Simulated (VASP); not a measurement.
# InPd (C2/c) in VASP: single point with PBE

Aim: the single point of InPd with PBE.

All numbers are computed with VASP 6.6.1; they aren't measurements. Logs are shortened: lines on timing, memory, paths and dates and some standing lists are left out, and cuts for length are marked.

## Step 1: The cell of the first run

Symmetry: C2/c, No. 15, monoclinic system. Conventional cell: a = 5.620 Å, b = 4.107 Å, c = 6.154 Å, α = 90.00°, β = 99.54°, γ = 90.00°. In (site symmetry -1) has 4 Pd at 2.34 to 2.35 Å within 3.1 Å. Within 3.1 Å of Pd (site symmetry 2) lie 4 In at 2.34 to 2.35 Å.

## Step 2: Single point, PBE

INCAR

```
PREC     = Accurate       # precision mode
ENCUT    = 520            # plane-wave cutoff, eV
EDIFF    = 1E-6           # SCF threshold, eV
ISMEAR   = 0              # smearing method
SIGMA    = 0.1            # smearing width, eV
LREAL    = F              # projectors in reciprocal space
LASPH    = T              # aspherical terms in the spheres
NELM     = 100            # most SCF steps
ALGO     = Normal         # electronic algorithm
ISIF     = 2              # what is computed and relaxed
LWAVE    = F              # write WAVECAR
LCHARG   = F              # write CHGCAR
GGA      = PE             # functional
NBANDS   = 31             # bands
```

KPOINTS

```
Automatic mesh
0
Gamma
  6 6 4
```

POSCAR

```
InPd
1.0
    2.8098793194     -2.0533110486      0.0000000000
    2.8098793194      2.0533110486      0.0000000000
   -1.0199123419      0.0000000000      6.0687082064
In Pd
2 2
Direct
    0.0000000000      0.5000000000      0.0000000000
    0.5000000000      0.0000000000      0.5000000000
    0.5816000000      0.4184000000      0.2500000000
    0.4184000000      0.5816000000      0.7500000000
```

Potentials or basis: VASP PAW PBE potentials, release 64 (In_d, Pd).

Run with:

```bash
$ cat potpaw_PBE.64/In_d/POTCAR potpaw_PBE.64/Pd/POTCAR > POTCAR
$ mpirun -np 1 vasp_std > vasp.out
```

OUTCAR:

```text
PREC = Accurate
   ENCUT = 520
   EDIFF = 1E-6
   ISMEAR = 0
   LREAL = F
   LASPH = T
   NELM = 100
   ISIF = 2
   GGA = PE

 ion  position               nearest neighbor table
   1  0.000  0.500  0.000-   3 2.34   4 2.34   4 2.35   3 2.35   4 3.34   3 3.34   2 3.70   2 3.70
                             2 3.70   2 3.70   2 3.81   2 3.81
   2  0.500  0.000  0.500-   4 2.34   3 2.34   4 2.35   3 2.35   4 3.34   3 3.34   1 3.70   1 3.70
                             1 3.70   1 3.70   1 3.81   1 3.81
   3  0.582  0.418  0.250-   2 2.34   1 2.34   2 2.35   1 2.35   4 3.15   4 3.15   1 3.34   2 3.34

   4  0.418  0.582  0.750-   1 2.34   2 2.34   2 2.35   1 2.35   3 3.15   3 3.15   1 3.34   2 3.34

  LATTYP: Found a base centered monoclinic cell.
 ALAT       =     5.6197586388
 B/A-ratio  =     0.7307470589
 C/A-ratio  =     1.0950319242
 COS(beta)  =    -0.1657365915

  Lattice vectors:

 A1 = (   2.8098793194,  -2.0533110486,   0.0000000000)
 A2 = (   2.8098793194,   2.0533110486,   0.0000000000)
 A3 = (  -1.0199123419,   0.0000000000,   6.0687082064)

Analysis of symmetry for initial positions (statically):
=====================================================================
 Subroutine PRICEL returns:
 Original cell was already a primitive cell.

 Routine SETGRP: Setting up the symmetry group for a
 base centered monoclinic supercell.

 Subroutine GETGRP returns: Found  4 space group operations
 (whereof  2 operations were pure point group operations)
 out of a pool of  4 trial point group operations.

The static configuration has the point symmetry S_2 .
 The point group associated with its full space group is C_2h.

Analysis of symmetry for dynamics (positions and initial velocities):
=====================================================================
 Subroutine PRICEL returns:
 Original cell was already a primitive cell.

 Routine SETGRP: Setting up the symmetry group for a
 base centered monoclinic supercell.

 Subroutine GETGRP returns: Found  4 space group operations
 (whereof  2 operations were pure point group operations)
 out of a pool of  4 trial point group operations.

The dynamic configuration has the point symmetry S_2 .
 The point group associated with its full space group is C_2h.

 Subroutine INISYM returns: Found  4 space group operations
 (whereof  2 operations are pure point group operations),
 and found     1 'primitive' translations

----------------------------------------------------------------------------------------

[... 92 lines left out ...]
   LSORBIT =      F    spin-orbit coupling
   LASPH  =      T    aspherical Exc in radial PAW
   ENCUT  =  520.0 eV  38.22 Ry    6.18 a.u.   6.47  6.47 11.44*2*pi/ulx,y,z
   NELM   =    100;   NELMIN=  2; NELMDL= -5     # of ELM steps
   EDIFF  = 0.1E-05   stopping-criterion for ELM
   LREAL  =      F    real-space projection
   EDIFFG = 0.1E-04   stopping-criterion for IOM
   NSW    =      0    number of steps for IOM
   IBRION =     -1    ionic relax: 0-MD 1-quasi-New 2-CG
   NFREE  =      0    steps in history (QN), initial steepest desc. (CG)
   ISIF   =      2    stress and relaxation
   ISYM   =      2    0-nonsym 1-usesym 2-fastsym
   POTIM  = 0.5000    time-step for ionic-motion
   TEBEG  =    0.0;   TEEND  =   0.0 temperature during run
   PSTRESS=    0.0 pullay stress
   NELECT =      46.0000    total number of electrons
   NUPDOWN=      -1.0000    fix difference up-down
   EMIN   =  10.00;   EMAX   =-10.00  energy-range for DOS
   EFERMI =   0.00;   METHOD = LEGACY
   ISMEAR =     0;   SIGMA  =   0.10  broadening in eV -4-tet -1-fermi 0-gaus
   EFERMI_NEDOS =   21; number of points for ismear=-14 and -15
   IALGO  =     38    algorithm
   IMIX   =      4    mixing-type and parameters
     AMIX     =   0.40;   BMIX     =  1.00
     AMIX_MAG =   1.60;   BMIX_MAG =  1.00
  volume/ion in A,a.u.               =      17.51       118.14
  Fermi-wavevector in a.u.,A,eV,Ry     =   1.423108  2.689284 27.555017  2.025237
  Thomas-Fermi vector in A             =   2.543741
   LORBIT       =      0    0 simple, 1 ext, 2 COOP (PROOUT), +10 PAW based schemes
   GGA     = PE    functional components
   LHFCALC =     F    Hartree Fock is set to
   AEXX    =    0.0000 exact exchange contribution
   IVDW    =     0    specifies the selected vdW correction
   LEPSILON=     F    determine dielectric tensor
   LRPA    =     F    only Hartree local field effects (RPA)
 non-spin polarized calculation
 Gauss-broadening in eV      SIGMA  =   0.10
  energy-cutoff  :      520.00
  volume of cell :       70.03
 maximum number of plane-waves:      1914
 NGX is ok and might be reduce to    28
   NGX = 13   NGY = 13   NGZ = 23

 number of electron      46.0000007 magnetization

 Free energy of the ion-electron system (eV)
  ---------------------------------------------------
  ext. energy  EPLUGINS =         0.00000000
  ---------------------------------------------------
  free energy    TOTEN  =       -12.40420783 eV

  energy without entropy =      -12.40013968  energy(sigma->0) =      -12.40217376

 E-fermi :  10.5384     XC(G=0): -12.0001

 val. band max:       10.5153053220   @ k =  -0.1667  -0.3333   0.2500
 cond. band min:      10.6199296414   @ k =  -0.3333  -0.0000   0.2500
 fundamental gap:      0.1046243193
 Fermi energy:        10.5383841224

 k-point     1 :       0.0000    0.0000    0.0000
  band No.  band energies     occupation
      1      -4.7275      2.00000
      2      -4.5978      2.00000
      3      -4.5946      2.00000
      4      -4.4155      2.00000
      5      -4.3723      2.00000
      6      -4.3506      2.00000
[... 805 lines left out ...]
     30      21.0580      0.00000
     31      22.4137      0.00000

 [... further k-points ...]
[... 5 lines left out ...]
  --------------------------------------------------------------------------------------
  -------------------------------------------------------------------------------------
  Total       26.5462168     14.8749424     29.0869245      0.0000000      0.0000000     -4.4957477
  in kB      607.3577179    340.3276309    665.4872227      0.0000000      0.0000000   -102.8593674
  external PRESSURE =     537.7241905 kB  Pullay stress =       0.0000000 kB

 VOLUME and BASIS-vectors are now :
 -----------------------------------------------------------------------------
  energy-cutoff  :      520.00
  volume of cell :       70.03
      direct lattice vectors                 reciprocal lattice vectors
     2.809879319 -2.053311049  0.000000000     0.177943585 -0.243509136  0.029905353
     2.809879319  2.053311049  0.000000000     0.177943585  0.243509136  0.029905353
    -1.019912342  0.000000000  6.068708206     0.000000000  0.000000000  0.164779714

 POSITION                                       TOTAL-FORCE (eV/Angst)
 -----------------------------------------------------------------------------------
      1.40494      1.02666      0.00000         0.000000      0.000000     -0.000000
      0.89498     -1.02666      3.03435         0.000000     -0.000000     -0.000000
      2.55490     -0.33510      1.51718         0.000000     -2.165427      0.000000
      2.04495      0.33510      4.55153        -0.000000      2.165427     -0.000000
 -----------------------------------------------------------------------------------
    total drift:                                0.000000      0.000000      0.000000

  FREE ENERGIE OF THE ION-ELECTRON SYSTEM (eV)
  ---------------------------------------------------
  free  energy   TOTEN  =       -12.4042078269 eV

  energy  without entropy=      -12.4001396832  energy(sigma->0) =      -12.40217376
```

OSZICAR:

```text
N       E                     dE             d eps       ncg     rms          rms(c)
DAV:   1     0.460104668482E+03    0.46010E+03   -0.22236E+04  2943   0.207E+03
DAV:   2     0.314031747203E+02   -0.42870E+03   -0.40402E+03  2991   0.493E+02
DAV:   3    -0.114367164528E+02   -0.42840E+02   -0.41752E+02  3229   0.163E+02
DAV:   4    -0.128074748793E+02   -0.13708E+01   -0.13688E+01  3412   0.293E+01
DAV:   5    -0.128818500465E+02   -0.74375E-01   -0.74372E-01  4436   0.636E+00    0.135E+01
DAV:   6    -0.125425821231E+02    0.33927E+00   -0.25032E-01  4240   0.692E+00    0.720E+00
DAV:   7    -0.124081924905E+02    0.13439E+00   -0.16582E-01  4515   0.543E+00    0.115E+00
DAV:   8    -0.124044766477E+02    0.37158E-02   -0.22967E-02  3894   0.172E+00    0.401E-01
DAV:   9    -0.124042013322E+02    0.27532E-03   -0.24129E-03  3876   0.427E-01    0.203E-01
DAV:  10    -0.124042240976E+02   -0.22765E-04   -0.24638E-04  4194   0.186E-01    0.379E-02
DAV:  11    -0.124042070486E+02    0.17049E-04   -0.28320E-05  4356   0.612E-02    0.190E-02
DAV:  12    -0.124042078269E+02   -0.77827E-06   -0.30521E-06  2894   0.121E-02
   1 F= -.12404208E+02 E0= -.12402174E+02  d E =-.406814E-02
```

Wall time 38 s (1 thread of Intel Xeon 6975P-C (Granite Rapids), shared host); peak memory 0.23 GiB.

What came out:

```
Free energy            : -12.4042 eV
Pressure               : 53.8 GPa
Largest force          : 2.165 eV/Å
Band gap on the k mesh : zero (band 23 reaches 12.59 eV, above the bottom of band 24 at 9.63 eV)
```

Forces in eV/Å, atoms in the order of the input:
```
In   0.000  0.000  0.000
In   0.000  0.000  0.000
Pd   0.000 -2.165  0.000
Pd   0.000  2.165  0.000
```

Stress tensor (GPa, compression positive):
```
 60.74   0.00 -10.29
  0.00  34.03   0.00
-10.29   0.00  66.55
```

Caveat: spin-orbit coupling is left out, which moves the levels of the heavy elements; forces of over 1 eV/Å act on the atoms, so gaps and moduli don't describe the material at rest.
